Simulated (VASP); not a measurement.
# AlRu (I4/mmm) in VASP: notebook, part 2 of 2

VASP 6.6.1. Earlier steps stand in the parts before.

### Step 3. Single point, PBEsol (atoms displaced along a vibrational mode)

Contents of INCAR:

```
  ALGO = Fast
  EDIFF = 1E-6
  ENCUT = 520
  GGA = PS
  ISIF = 2
  ISMEAR = 0
  LASPH = T
  LCHARG = F
  LREAL = F
  LWAVE = F
  NBANDS = 25
  NELM = 80
  PREC = Accurate
  SIGMA = 0.15
```

Contents of KPOINTS:

```
k-points
0
Gamma
  18 18 18
```

Contents of POSCAR:

```
AlRu
1.0
   -2.9764078218      0.0000000000     -2.9764078218
    0.0000000000     -2.9764078218     -2.9764078218
   -2.9764078218     -2.9764078218      0.0000000000
Al Ru
2 2
Direct
    0.0000000000      0.0000000000      0.0000000000
    0.5000000000      0.5000000000      0.5000000000
    0.3003963197      0.1996036803      0.3003963197
    0.6996036803      0.8003963197      0.6996036803
```

Potentials or basis: VASP PAW PBE potentials, release 64 (Al, Ru_pv).

Launch:

```bash
cat potpaw_PBE.64/Al/POTCAR potpaw_PBE.64/Ru_pv/POTCAR > POTCAR
mpirun -np 1 vasp_std > vasp.out
```

OUTCAR:

```text
EDIFF = 1E-6
   ENCUT = 520
   GGA = PS
   ISIF = 2
   ISMEAR = 0
   LASPH = T
   LREAL = F
   NELM = 80
   PREC = Accurate

 ion  position               nearest neighbor table
   1  0.000  0.000  0.000-   4 2.42   4 2.42   3 2.42   3 2.42   3 2.76   4 2.76   4 2.76   3 2.76
                             2 2.98   2 2.98   2 2.98   2 2.98   2 2.98   2 2.98
   2  0.500  0.500  0.500-   3 2.42   4 2.42   4 2.42   3 2.42   3 2.76   4 2.76   3 2.76   4 2.76
                             1 2.98   1 2.98   1 2.98   1 2.98   1 2.98   1 2.98
   3  0.300  0.200  0.300-   4 2.38   1 2.42   1 2.42   2 2.42   2 2.42   2 2.76   1 2.76   2 2.76
                             1 2.76   4 3.04   4 3.04   4 3.04   4 3.04
   4  0.700  0.800  0.700-   3 2.38   2 2.42   1 2.42   1 2.42   2 2.42   2 2.76   1 2.76   2 2.76
                             1 2.76   3 3.04   3 3.04   3 3.04   3 3.04

  LATTYP: Found a face centered cubic cell.
 ALAT       =     5.9528156436

  Lattice vectors:

 A1 = (  -2.9764078218,   0.0000000000,  -2.9764078218)
 A2 = (   0.0000000000,  -2.9764078218,  -2.9764078218)
 A3 = (  -2.9764078218,  -2.9764078218,   0.0000000000)

Analysis of symmetry for initial positions (statically):
=====================================================================
 Subroutine PRICEL returns:
 Original cell was already a primitive cell.

 Routine SETGRP: Setting up the symmetry group for a
 face centered cubic supercell.

 Subroutine GETGRP returns: Found 16 space group operations
 (whereof  8 operations were pure point group operations)
 out of a pool of 48 trial point group operations.

The static configuration has the point symmetry D_2h.
 The point group associated with its full space group is D_4h.

Analysis of symmetry for dynamics (positions and initial velocities):
=====================================================================
 Subroutine PRICEL returns:
 Original cell was already a primitive cell.

[... 132 lines left out ...]
     AMIX_MAG =   1.60;   BMIX_MAG =  1.00
  volume/ion in A,a.u.               =      13.18        88.97
  Fermi-wavevector in a.u.,A,eV,Ry     =   1.414269  2.672581 27.213787  2.000157
  Thomas-Fermi vector in A             =   2.535829
   LORBIT       =      0    0 simple, 1 ext, 2 COOP (PROOUT), +10 PAW based schemes
   GGA     = PS    functional components
   LHFCALC =     F    Hartree Fock is set to
   AEXX    =    0.0000 exact exchange contribution
   IVDW    =     0    specifies the selected vdW correction
   LEPSILON=     F    determine dielectric tensor
   LRPA    =     F    only Hartree local field effects (RPA)
 non-spin polarized calculation
 RMM-DIIS sequential band-by-band and
 Gauss-broadening in eV      SIGMA  =   0.15
  energy-cutoff  :      520.00
  volume of cell :       52.74
 maximum number of plane-waves:      1435
   NGX = 15   NGY = 15   NGZ = 15

 number of electron      34.0000000 magnetization

 Free energy of the ion-electron system (eV)
  ---------------------------------------------------
  ext. energy  EPLUGINS =         0.00000000
  ---------------------------------------------------
  free energy    TOTEN  =       -29.52927610 eV

  energy without entropy =      -29.50225755  energy(sigma->0) =      -29.51576682

 E-fermi :  11.2898     XC(G=0): -12.7110

 val. band max:       11.2839553575   @ k =   0.2222   0.0000  -0.2222
 cond. band min:      11.2904946696   @ k =   0.0556   0.2778   0.2222
 fundamental gap:      0.0065393121
 Fermi energy:        11.2898284478

 k-point     1 :       0.0000    0.0000    0.0000
  band No.  band energies     occupation
      1     -31.5675      2.00000
      2     -31.0099      2.00000
      3     -31.0099      2.00000
      4     -30.9736      2.00000
      5     -30.9736      2.00000
      6     -30.7047      2.00000
[... 661 lines left out ...]
     24      18.4943      0.00000
     25      20.7158      0.00000

 [... further k-points ...]

------------------------ aborting loop because EDIFF is reached ----------------------------------------

  FORCE on cell =-STRESS in cart. coord.  units (eV):
  Direction    XX          YY          ZZ          XY          YZ          ZX
  --------------------------------------------------------------------------------------
  -------------------------------------------------------------------------------------
  Total       10.2149068      3.5429461      3.5429461      0.0000000     -0.0000000      0.0000000
  in kB      310.3399480    107.6385449    107.6385449      0.0000000     -0.0000000      0.0000000
  external PRESSURE =     175.2056792 kB  Pullay stress =       0.0000000 kB

 VOLUME and BASIS-vectors are now :
 -----------------------------------------------------------------------------
  energy-cutoff  :      520.00
  volume of cell :       52.74
      direct lattice vectors                 reciprocal lattice vectors
    -2.976407822  0.000000000 -2.976407822    -0.167987732  0.167987732 -0.167987732
     0.000000000 -2.976407822 -2.976407822     0.167987732 -0.167987732 -0.167987732
    -2.976407822 -2.976407822  0.000000000    -0.167987732 -0.167987732  0.167987732

 POSITION                                       TOTAL-FORCE (eV/Angst)
 -----------------------------------------------------------------------------------
      0.00000      0.00000      0.00000        -0.000000      0.000000      0.000000
     -2.97641     -2.97641     -2.97641         0.000000      0.000000      0.000000
     -1.78820     -1.48820     -1.48820         6.605881     -0.000000     -0.000000
     -4.16461     -4.46461     -4.46461        -6.605881     -0.000000     -0.000000
 -----------------------------------------------------------------------------------
    total drift:                               -0.000000     -0.000000      0.000000

  FREE ENERGIE OF THE ION-ELECTRON SYSTEM (eV)
  ---------------------------------------------------
  free  energy   TOTEN  =       -29.5292760979 eV

  energy  without entropy=      -29.5022575519  energy(sigma->0) =      -29.51576682
```

OSZICAR:

```text
N       E                     dE             d eps       ncg     rms          rms(c)
DAV:   1     0.303310602571E+03    0.30331E+03   -0.19082E+04 24744   0.134E+03
DAV:   2    -0.232116916242E+02   -0.32652E+03   -0.31459E+03 25465   0.397E+02
DAV:   3    -0.309640595429E+02   -0.77524E+01   -0.76113E+01 29580   0.642E+01
DAV:   4    -0.310487719653E+02   -0.84712E-01   -0.84626E-01 28518   0.641E+00
DAV:   5    -0.310506600899E+02   -0.18881E-02   -0.18880E-02 30772   0.940E-01    0.221E+01
RMM:   6    -0.297226455670E+02    0.13280E+01   -0.55339E+00 24156   0.157E+01    0.476E+00
RMM:   7    -0.295651915853E+02    0.15745E+00   -0.50346E-01 24716   0.458E+00    0.394E+00
RMM:   8    -0.295325208902E+02    0.32671E-01   -0.11830E-01 25723   0.196E+00    0.580E-01
RMM:   9    -0.295291857813E+02    0.33351E-02   -0.11736E-02 26992   0.783E-01    0.180E-01
RMM:  10    -0.295292487643E+02   -0.62983E-04   -0.17201E-03 27992   0.292E-01    0.133E-01
RMM:  11    -0.295292806329E+02   -0.31869E-04   -0.38433E-04 29104   0.144E-01    0.575E-02
RMM:  12    -0.295292712196E+02    0.94133E-05   -0.15561E-04 28804   0.802E-02    0.371E-02
RMM:  13    -0.295292758540E+02   -0.46344E-05   -0.49681E-05 31117   0.344E-02    0.461E-02
RMM:  14    -0.295292760979E+02   -0.24390E-06   -0.64271E-06 26944   0.126E-02
   1 F= -.29529276E+02 E0= -.29515767E+02  d E =-.270185E-01
```

It took 11 min on 1 thread of Oxide Virtual Turin-like, shared host; peak memory 0.55 GiB.

Results:

- Free energy: -29.5293 eV
- Pressure: 17.5 GPa
- Largest force: 6.606 eV/Å
- Band gap on the k mesh: zero (bands 17 and 18 overlap by 1.40 eV)

Forces in eV/Å, atoms in the order of the input:
```
Al   0.000  0.000  0.000
Al   0.000  0.000  0.000
Ru   6.606  0.000  0.000
Ru  -6.606  0.000  0.000
```

Stress tensor (GPa, compression positive):
```
31.03  0.00  0.00
 0.00 10.76  0.00
 0.00  0.00 10.76
```

Caveat: the cell differs from its parent crystal (atoms displaced along a vibrational mode); the stress differs along the axes, from 11 to 31 GPa; the PAW data sets were made with another functional, which shifts forces and pressure a little.

### Step 4. Single point, PBEsol (atoms displaced along a vibrational mode)

Contents of INCAR:

```
SYSTEM = AlRu
PREC = Accurate
ENCUT = 520
EDIFF = 1E-6
ISMEAR = 0
SIGMA = 0.15
LREAL = .False.
LASPH = .True.
NELM = 100
ALGO = Fast
ISIF = 2
LWAVE = .False.
LCHARG = .False.
GGA = PS
NBANDS = 25
```

Contents of KPOINTS:

```
Automatic mesh
0
Gamma
  18 18 18
  0 0 0
```

Edit POSCAR of step 3 so:

```diff
@@ -10,3 +10,3 @@
     0.5000000000      0.5000000000      0.5000000000
-    0.3003963197      0.1996036803      0.3003963197
-    0.6996036803      0.8003963197      0.6996036803
+    0.2122027603      0.2877972397      0.2122027603
+    0.7877972397      0.7122027603      0.7877972397
```

Potentials or basis: VASP PAW PBE potentials, release 64 (Al, Ru_pv).

Launch:

```bash
cat potpaw_PBE.64/Al/POTCAR potpaw_PBE.64/Ru_pv/POTCAR > POTCAR
mpirun -np 1 vasp_std > vasp.out
```

OUTCAR:

```text
SYSTEM = AlRu
   PREC = Accurate
   ENCUT = 520
   EDIFF = 1E-6
   ISMEAR = 0
   LREAL = .False.
   LASPH = .True.
   NELM = 100
   ISIF = 2
   GGA = PS

 ion  position               nearest neighbor table
   1  0.000  0.000  0.000-   4 2.45   3 2.45   4 2.45   3 2.45   4 2.71   3 2.71   4 2.71   3 2.71
                             2 2.98   2 2.98   2 2.98   2 2.98   2 2.98   2 2.98
   2  0.500  0.500  0.500-   3 2.45   3 2.45   4 2.45   4 2.45   4 2.71   3 2.71   4 2.71   3 2.71
                             1 2.98   1 2.98   1 2.98   1 2.98   1 2.98   1 2.98
   3  0.212  0.288  0.212-   1 2.45   1 2.45   2 2.45   2 2.45   4 2.53   1 2.71   1 2.71   2 2.71
                             2 2.71   4 3.01   4 3.01   4 3.01   4 3.01
   4  0.788  0.712  0.788-   1 2.45   2 2.45   1 2.45   2 2.45   3 2.53   2 2.71   1 2.71   2 2.71
                             1 2.71   3 3.01   3 3.01   3 3.01   3 3.01

  LATTYP: Found a face centered cubic cell.
 ALAT       =     5.9528156436

  Lattice vectors:

 A1 = (  -2.9764078218,   0.0000000000,  -2.9764078218)
 A2 = (   0.0000000000,  -2.9764078218,  -2.9764078218)
 A3 = (  -2.9764078218,  -2.9764078218,   0.0000000000)

Analysis of symmetry for initial positions (statically):
=====================================================================
 Subroutine PRICEL returns:
 Original cell was already a primitive cell.

 Routine SETGRP: Setting up the symmetry group for a
 face centered cubic supercell.

 Subroutine GETGRP returns: Found 16 space group operations
 (whereof  8 operations were pure point group operations)
 out of a pool of 48 trial point group operations.

The static configuration has the point symmetry D_2h.
 The point group associated with its full space group is D_4h.

Analysis of symmetry for dynamics (positions and initial velocities):
=====================================================================
 Subroutine PRICEL returns:
 Original cell was already a primitive cell.

 Routine SETGRP: Setting up the symmetry group for a
 face centered cubic supercell.

 Subroutine GETGRP returns: Found 16 space group operations
 (whereof  8 operations were pure point group operations)
 out of a pool of 48 trial point group operations.

The dynamic configuration has the point symmetry D_2h.
 The point group associated with its full space group is D_4h.

 Subroutine INISYM returns: Found 16 space group operations
 (whereof  8 operations are pure point group operations),
 and found     1 'primitive' translations

----------------------------------------------------------------------------------------

                                     Primitive cell

  volume of cell :      52.7360

  direct lattice vectors                    reciprocal lattice vectors
    -2.976407822  0.000000000 -2.976407822    -0.167987732  0.167987732 -0.167987732
     0.000000000 -2.976407822 -2.976407822     0.167987732 -0.167987732 -0.167987732
    -2.976407822 -2.976407822  0.000000000    -0.167987732 -0.167987732  0.167987732

  length of vectors
     4.209276309  4.209276309  4.209276309     0.290963287  0.290963287  0.290963287

  position of ions in fractional coordinates (direct lattice)
     0.000000000  0.000000000  0.000000000
     0.500000000  0.500000000  0.500000000
     0.212202760  0.287797240  0.212202760
     0.787797240  0.712202760  0.787797240

  ion indices of the primitive-cell ions
   primitive index   ion index
                 1           1
                 2           2
                 3           3
                 4           4
[... 23 lines left out ...]
 ===========================================

 Found    480 irreducible k-points:

 Following reciprocal coordinates:
            Coordinates               Weight
  0.000000  0.000000  0.000000      1.000000
  0.055556  0.000000  0.000000      8.000000
  0.111111  0.000000  0.000000      8.000000
  0.166667  0.000000  0.000000      8.000000
  0.222222  0.000000  0.000000      8.000000
  0.277778  0.000000  0.000000      8.000000
[... 16 lines left out ...]
  0.388889  0.055556  0.000000     16.000000
  0.055556  0.000000  0.388889      8.000000
 [... further k-points ...]
   k-points           NKPTS =    480   k-points in BZ     NKDIM =    480   number of bands    NBANDS=     25
   number of dos      NEDOS =    301   number of ions     NIONS =      4
   total plane-waves  NPLWV =  32768
   dimension x,y,z NGX =    32 NGY =   32 NGZ =   32
   dimension x,y,z NGXF=    64 NGYF=   64 NGZF=   64
   ions per type =               2   2
   NGX,Y,Z   is equivalent  to a cutoff of  12.64, 12.64, 12.64 a.u.
   NGXF,Y,Z  is equivalent  to a cutoff of  25.28, 25.28, 25.28 a.u.
 SYSTEM =  AlRu
   PREC   = accura    normal or accurate (medium, high low for compatibility)
   ISTART =      0    job   : 0-new  1-cont  2-samecut
   ICHARG =      2    charge: 1-file 2-atom 10-const
   ISPIN  =      1    spin polarized calculation?
   LNONCOLLINEAR =      F non collinear calculations
   LSORBIT =      F    spin-orbit coupling
   LASPH  =      T    aspherical Exc in radial PAW
   ENCUT  =  520.0 eV  38.22 Ry    6.18 a.u.   7.83  7.83  7.83*2*pi/ulx,y,z
   NELM   =    100;   NELMIN=  2; NELMDL= -5     # of ELM steps
   EDIFF  = 0.1E-05   stopping-criterion for ELM
   LREAL  =      F    real-space projection
[... 7 lines left out ...]
   TEBEG  =    0.0;   TEEND  =   0.0 temperature during run
   PSTRESS=    0.0 pullay stress
   NELECT =      34.0000    total number of electrons
   NUPDOWN=      -1.0000    fix difference up-down
   EMIN   =  10.00;   EMAX   =-10.00  energy-range for DOS
   EFERMI =   0.00;   METHOD = LEGACY
   ISMEAR =     0;   SIGMA  =   0.15  broadening in eV -4-tet -1-fermi 0-gaus
   EFERMI_NEDOS =   21; number of points for ismear=-14 and -15
   IALGO  =     68    algorithm
   IMIX   =      4    mixing-type and parameters
     AMIX     =   0.40;   BMIX     =  1.00
     AMIX_MAG =   1.60;   BMIX_MAG =  1.00
  volume/ion in A,a.u.               =      13.18        88.97
  Fermi-wavevector in a.u.,A,eV,Ry     =   1.414269  2.672581 27.213787  2.000157
  Thomas-Fermi vector in A             =   2.535829
   LORBIT       =      0    0 simple, 1 ext, 2 COOP (PROOUT), +10 PAW based schemes
   GGA     = PS    functional components
   LHFCALC =     F    Hartree Fock is set to
   AEXX    =    0.0000 exact exchange contribution
   IVDW    =     0    specifies the selected vdW correction
   LEPSILON=     F    determine dielectric tensor
   LRPA    =     F    only Hartree local field effects (RPA)
 non-spin polarized calculation
 RMM-DIIS sequential band-by-band and
 Gauss-broadening in eV      SIGMA  =   0.15
  energy-cutoff  :      520.00
  volume of cell :       52.74
 maximum number of plane-waves:      1435
   NGX = 15   NGY = 15   NGZ = 15

 number of electron      33.9999998 magnetization

 Free energy of the ion-electron system (eV)
  ---------------------------------------------------
  ext. energy  EPLUGINS =         0.00000000
  ---------------------------------------------------
  free energy    TOTEN  =       -30.30750480 eV

  energy without entropy =      -30.28140696  energy(sigma->0) =      -30.29445588

 E-fermi :  11.0371     XC(G=0): -12.7353

 val. band max:       11.0370074227   @ k =   0.3333   0.2222   0.1111
 cond. band min:      11.0380193892   @ k =   0.0556  -0.3333   0.2222
 fundamental gap:      0.0010119665
 Fermi energy:        11.0371253921

 k-point     1 :       0.0000    0.0000    0.0000
  band No.  band energies     occupation
      1     -31.3260      2.00000
      2     -31.0309      2.00000
      3     -31.0309      2.00000
      4     -30.9285      2.00000
      5     -30.9285      2.00000
      6     -30.8187      2.00000
[... 661 lines left out ...]
     24      18.1903      0.00000
     25      20.6777      0.00000

 [... further k-points ...]

------------------------ aborting loop because EDIFF is reached ----------------------------------------

  FORCE on cell =-STRESS in cart. coord.  units (eV):
  Direction    XX          YY          ZZ          XY          YZ          ZX
  --------------------------------------------------------------------------------------
  -------------------------------------------------------------------------------------
  Total        5.1087290      1.9698642      1.9698642      0.0000000     -0.0000000      0.0000000
  in kB      155.2087285     59.8466098     59.8466098      0.0000000     -0.0000000      0.0000000
  external PRESSURE =      91.6339827 kB  Pullay stress =       0.0000000 kB

 VOLUME and BASIS-vectors are now :
 -----------------------------------------------------------------------------
  energy-cutoff  :      520.00
  volume of cell :       52.74
      direct lattice vectors                 reciprocal lattice vectors
    -2.976407822  0.000000000 -2.976407822    -0.167987732  0.167987732 -0.167987732
     0.000000000 -2.976407822 -2.976407822     0.167987732 -0.167987732 -0.167987732
    -2.976407822 -2.976407822  0.000000000    -0.167987732 -0.167987732  0.167987732

 POSITION                                       TOTAL-FORCE (eV/Angst)
 -----------------------------------------------------------------------------------
      0.00000      0.00000      0.00000         0.000000      0.000000     -0.000000
     -2.97641     -2.97641     -2.97641         0.000000      0.000000      0.000000
     -1.26320     -1.48820     -1.48820        -3.913488      0.000000      0.000000
     -4.68961     -4.46461     -4.46461         3.913488      0.000000      0.000000
 -----------------------------------------------------------------------------------
    total drift:                               -0.000000     -0.000000     -0.000000

  FREE ENERGIE OF THE ION-ELECTRON SYSTEM (eV)
  ---------------------------------------------------
  free  energy   TOTEN  =       -30.3075048035 eV

  energy  without entropy=      -30.2814069586  energy(sigma->0) =      -30.29445588
```

Wall time 11 min (1 thread of Oxide Virtual Turin-like, shared host); peak memory 0.56 GiB.

Results:

```
Free energy            : -30.3075 eV
Pressure               : 9.2 GPa
Largest force          : 3.913 eV/Å
Band gap on the k mesh : zero (bands 17 and 18 overlap by 1.78 eV)
```

Forces on the atoms (eV/Å):
```
Al   0.000  0.000  0.000
Al   0.000  0.000  0.000
Ru  -3.913  0.000  0.000
Ru   3.913  0.000  0.000
```

Levels at points of the mesh, in eV from the Fermi level:
```
           k point  band 13  band 14  band 15  band 16  band 17  band 18  band 19  band 20  band 21  band 22
(0.00, 0.00, 0.00)    -1.03    -0.13    -0.13     0.74     1.22     3.54     4.19     4.35     4.35     5.86
(0.50, 0.00, 0.00)    -2.17    -1.97    -1.75    -1.00    -0.82    -0.47     3.52     5.02     5.23     5.51
(0.50, 0.50, 0.00)    -2.05    -1.97    -1.67    -1.39    -1.35     0.85     1.09     1.93     5.01     5.64
(0.50, 0.00, 0.50)    -2.64    -1.33    -1.33    -0.97    -0.97     0.04     0.61     2.35     4.67     6.27
```

Caveat: the cell differs from its parent crystal (atoms displaced along a vibrational mode); the stress differs along the axes, from 6 to 16 GPa; the PAW data sets were made with another functional, which shifts forces and pressure a little.

### Step 5. Summary

| cell | gap on the mesh (eV) | pressure (GPa) | largest force (eV/Å) |
| --- | --- | --- | --- |
| as given, atomic positions A | none | 3.9 | 2.15 |
| as given, atomic positions B | none | 17.5 | 6.61 |
| as given, atomic positions C | none | 9.2 | 3.91 |

Alike in all rows: task single point; level PBEsol; potentials or basis VASP PAW PBE potentials, release 64 (Al, Ru_pv); no spin polarisation; k mesh 18 × 18 × 18; cutoff (eV) 520; smearing gaussian 0.15 eV.

Caveats: the PAW data sets were made with another functional, which shifts forces and pressure a little; the cell stands under pressure (at least some runs); the stress differs along the axes, from 11 to 31 GPa (at least some runs); the stress differs along the axes, from 6 to 16 GPa (at least some runs).

Total energies depend on the potentials used, so only differences within one code and one set of settings carry meaning.
